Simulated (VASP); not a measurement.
A run of VASP 6.6.1 is set up as follows.

INCAR

```
  ALGO = Fast
  EDIFF = 1E-7
  ENCUT = 520
  ISIF = 2
  ISMEAR = 0
  ISPIN = 2
  LASPH = T
  LCHARG = T
  LELF = T
  LMAXMIX = 4
  LORBIT = 11
  LREAL = F
  LVHAR = T
  LWAVE = F
  MAGMOM = 0.45 0.45
  NBANDS = 21
  NELM = 150
  NUPDOWN = 0.9
  PREC = Accurate
  SIGMA = 0.15
```

KPOINTS

```
k-points
0
Gamma
  21 21 10
```

File POSCAR:

```
Pt
1.0
    2.5804946569      0.0000000000      0.0000000000
   -1.2902473284      2.2347739272      0.0000000000
    0.0000000000      0.0000000000      4.4558335951
Pt
2
Direct
    0.6666666667      0.3333333333      0.7500000000
    0.3333333333      0.6666666667      0.2500000000
```

Potentials or basis: VASP PAW LDA potentials, release 64 (Pt).

Command:

```bash
$ cat potpaw_LDA.64/Pt/POTCAR > POTCAR
$ mpirun -np 1 vasp_std > vasp.out
```

Question: Estimate the pressure.

Answer: 67.6 GPa.

Stress tensor (GPa, compression positive):
```
72.26  0.00  0.00
 0.00 72.26  0.00
 0.00  0.00 58.28
```

Caveat: the total moment is fixed, so each spin has its own Fermi level.
